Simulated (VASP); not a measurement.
# C (C2/m) in VASP: notebook, part 2 of 2

VASP 6.6.1.

## Step 3: Single point, PBEsol+D3(BJ) (atoms displaced along a vibrational mode)

Input file INCAR:

```
SYSTEM = C
PREC = Accurate
ENCUT = 520
EDIFF = 1E-6
ISMEAR = 0
SIGMA = 0.05
LREAL = .False.
LASPH = .True.
NELM = 80
ALGO = Normal
ISIF = 2
LWAVE = .False.
LCHARG = .False.
GGA = PS
IVDW = 12
NBANDS = 11
```

Input file KPOINTS:

```
regular mesh
0
Gamma
  15 15 15
  0 0 0
```

Input file POSCAR:

```
C
1.0
    1.2290461105      0.7095901028      3.2829684898
   -1.2290461105      0.7095901028      3.2829684898
    0.0000000000     -1.4191802055      3.2829684898
C
2
Direct
    0.1903220011      0.1903220011      0.1480440721
    0.8096779989      0.8096779989      0.8519559279
```

Potentials or basis: VASP PAW PBE potentials, release 64 (C).

The run is started by

```sh
cat potpaw_PBE.64/C/POTCAR > POTCAR
mpirun -np 1 vasp_std > vasp.out
```

OUTCAR:

```text
SYSTEM = C
   PREC = Accurate
   ENCUT = 520
   EDIFF = 1E-6
   ISMEAR = 0
   LREAL = .False.
   LASPH = .True.
   NELM = 80
   ISIF = 2
   GGA = PS
   IVDW = 12
 IVDW          = 12

 ion  position               nearest neighbor table
   1  0.190  0.190  0.148-   2 1.38   2 1.38   2 1.55
   2  0.810  0.810  0.852-   1 1.38   1 1.38   1 1.55

  LATTYP: Found a trigonal (rhomboedric) cell.
 ALAT       =     3.5765842029
 COS(alpha) =     0.7638274378

  Lattice vectors:

[... 520 lines left out ...]

 [... further k-points ...]

------------------------ aborting loop because EDIFF is reached ----------------------------------------

 Edisp (eV)   -0.22572

 E8    (eV) :    -0.1098

  FORCE on cell =-STRESS in cart. coord.  units (eV):
  Direction    XX          YY          ZZ          XY          YZ          ZX
  --------------------------------------------------------------------------------------
  -------------------------------------------------------------------------------------
  Total       2.06450    -0.24339    -0.54989     0.00000    -0.99694     0.00000
  in kB     192.54459   -22.70001   -51.28498     0.00000   -92.97932     0.00000
  external pressure =       39.52 kB  Pullay stress =        0.00 kB

 VOLUME and BASIS-vectors are now :
 -----------------------------------------------------------------------------
  energy-cutoff  :      520.00
  volume of cell :       17.18
      direct lattice vectors                 reciprocal lattice vectors
     1.229046110  0.709590103  3.282968490     0.406819562  0.234877383  0.101534125
    -1.229046110  0.709590103  3.282968490    -0.406819562  0.234877383  0.101534125
     0.000000000 -1.419180206  3.282968490     0.000000000 -0.469754767  0.101534125

 POSITION                                       TOTAL-FORCE (eV/Angst)
 -----------------------------------------------------------------------------------
      0.00000      0.06000      1.73567         0.000000     -5.222925     -2.897018
      0.00000     -0.06000      8.11324         0.000000      5.222925      2.897018
 -----------------------------------------------------------------------------------
    total drift:                               -0.000000      0.000000      0.000000

  FREE ENERGIE OF THE ION-ELECTRON SYSTEM (eV)
  ---------------------------------------------------
  free  energy   TOTEN  =       -18.8758847490 eV

  energy  without entropy=      -18.8758847490  energy(sigma->0) =      -18.87588475
```

Run time: 5.7 min. Hardware: 1 thread of AMD EPYC 7R13, shared host; peak memory 0.24 GiB.

What came out:

```yaml
Free_energy: -18.8759 eV
Pressure: 4.0 GPa
Largest_force: 5.973 eV/Å
Dispersion_energy_per_atom: -0.113 eV
```

Forces in eV/Å, atoms in the order of the input:
```
C    0.000 -5.223 -2.897
C    0.000  5.223  2.897
```

Stress tensor (GPa, compression positive):
```
19.25  0.00  0.00
 0.00 -2.27 -9.30
 0.00 -9.30 -5.13
```

Caveat: the cell differs from its parent crystal (atoms displaced along a vibrational mode); the cell stands under pressure; the PAW data sets were made with another functional, which shifts forces and pressure a little.

## Step 4: Single point, PBEsol+D3(BJ) (atoms displaced along a vibrational mode)

Input file INCAR:

```
SYSTEM = C
PREC = Accurate
ENCUT = 520
EDIFF = 1E-7
ISMEAR = 0
SIGMA = 0.05
LREAL = .FALSE.
LASPH = .TRUE.
NELM = 80
ALGO = Normal
ISIF = 2
LWAVE = .FALSE.
LCHARG = .FALSE.
GGA = PS
IVDW = 12
NBANDS = 11
```

Input file KPOINTS:

```
regular mesh
0
G
  15 15 15
  0 0 0
```

Input file POSCAR:

```
C
1.0
    1.2290461105      0.7095901028      3.2829684898
   -1.2290461105      0.7095901028      3.2829684898
    0.0000000000     -1.4191802055      3.2829684898
C
2
Direct
    0.1616354220      0.1616354220      0.1475427790
    0.8383645780      0.8383645780      0.8524572210
```

The run is started by

```sh
cat potpaw_PBE.64/C/POTCAR > POTCAR
mpirun -np 1 vasp_std > vasp.out
```

Wall time 6.2 min (1 thread of AMD EPYC 7R13, shared host); peak memory 0.25 GiB.

It converged, with:

* Free energy: -19.1698 eV
* Pressure: -1.0 GPa
* Largest force: 3.657 eV/Å
* Dispersion energy per atom: -0.113 eV

Forces in eV/Å, atoms in the order of the input:
```
C    0.000 -1.962  3.086
C    0.000  1.962 -3.086
```

Stress tensor (GPa, compression positive):
```
 5.73  0.00  0.00
 0.00 -2.03  3.45
 0.00  3.45 -6.80
```

Caveat: the cell differs from its parent crystal (atoms displaced along a vibrational mode); the PAW data sets were made with another functional, which shifts forces and pressure a little.

## Step 5: Single point, PBEsol+D3(BJ) (atoms displaced along a vibrational mode)

Input file INCAR:

```
SYSTEM = C
  ALGO = Normal
  EDIFF = 1E-6
  ENCUT = 520
  GGA = PS
  ISIF = 2
  ISMEAR = 0
  IVDW = 12
  LASPH = .TRUE.
  LCHARG = .FALSE.
  LREAL = .FALSE.
  LWAVE = .FALSE.
  NBANDS = 11
  NELM = 80
  PREC = Accurate
  SIGMA = 0.05
```

Input file KPOINTS:

```
k-points
0
G
  15 15 15
  0 0 0
```

Input file POSCAR:

```
C
1.0
    1.2290461105      0.7095901028      3.2829684898
   -1.2290461105      0.7095901028      3.2829684898
    0.0000000000     -1.4191802055      3.2829684898
C
2
Direct
    0.1636156310      0.1636156310      0.1918009170
    0.8363843690      0.8363843690      0.8081990830
```

The run is started by

```sh
cat potpaw_PBE.64/C/POTCAR > POTCAR
mpirun -np 1 vasp_std > vasp.out
```

Wall time 93 s (1 thread of Intel Xeon 6975P-C (Granite Rapids), shared host); peak memory 0.27 GiB.

It converged, with:

```yaml
Free_energy: -19.1922 eV
Pressure: 2.9 GPa
Largest_force: 5.107 eV/Å
Dispersion_energy_per_atom: -0.113 eV
```

Forces in eV/Å, atoms in the order of the input:
```
C    0.000  4.700 -1.998
C    0.000 -4.700  1.998
```

Stress tensor (GPa, compression positive):
```
-4.35  0.00  0.00
 0.00 15.32  5.51
 0.00  5.51 -2.13
```

Caveat: the cell differs from its parent crystal (atoms displaced along a vibrational mode); the PAW data sets were made with another functional, which shifts forces and pressure a little.

## Step 6: Overview

| cell | pressure (GPa) | largest force (eV/Å) |
| --- | --- | --- |
| as given, atomic positions A | 8.1 | 7.62 |
| as given, atomic positions B | 4.0 | 5.97 |
| as given, atomic positions C | -1.0 | 3.66 |
| as given, atomic positions D | 2.9 | 5.11 |

Alike in all rows: task single point; level PBEsol+D3(BJ); potentials or basis VASP PAW PBE potentials, release 64 (C); no spin polarisation; k mesh 15 × 15 × 15; cutoff (eV) 520; smearing gaussian 0.05 eV.

Caveats: the PAW data sets were made with another functional, which shifts forces and pressure a little; the cell stands under pressure (at least some runs).

Total energies depend on the potentials used, so only differences within one code and one set of settings carry meaning.
